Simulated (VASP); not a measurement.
# TiCo: single point with PBE

The system is TiCo.

```xyz
2
Lattice="2.9850 0.0000 0.0000 0.0000 2.9850 0.0000 0.0000 0.0000 2.9850" Properties=species:S:1:pos:R:3 pbc="T T T"
Ti    0.0000    0.0000    0.0000
Co    1.4925    1.4925    1.4925
```

```yaml
Program: VASP 6.6.1
Task: single point
Functional: PBE
Potentials_or_basis: VASP PAW PBE potentials, release 64 (Ti_sv, Co)
Cutoff: 520 eV
k_mesh: 12 × 12 × 12
Occupations: tetrahedron
Spin: non-collinear spin, typed start, spin-orbit coupling
Starting_moments: "[[0.0, 0.0, 0.32], [0.0, 0.0, 1.35]] μB"
```

```json
{
  "Pressure": "-0.2 GPa",
  "Net moment": "0.90 μB per cell",
  "Valence electrons inside the program's atomic spheres": "Ti 10.29; Co 8.29"
}
```

Moments on the atoms (μB; x, y, z):
```
Ti   0.00  0.00 -0.03
Co   0.00  0.00  0.97
```

Wall time 27 min on 1 thread of Oxide Virtual Turin-like Processor, on a shared host, peak memory 0.46 GiB.
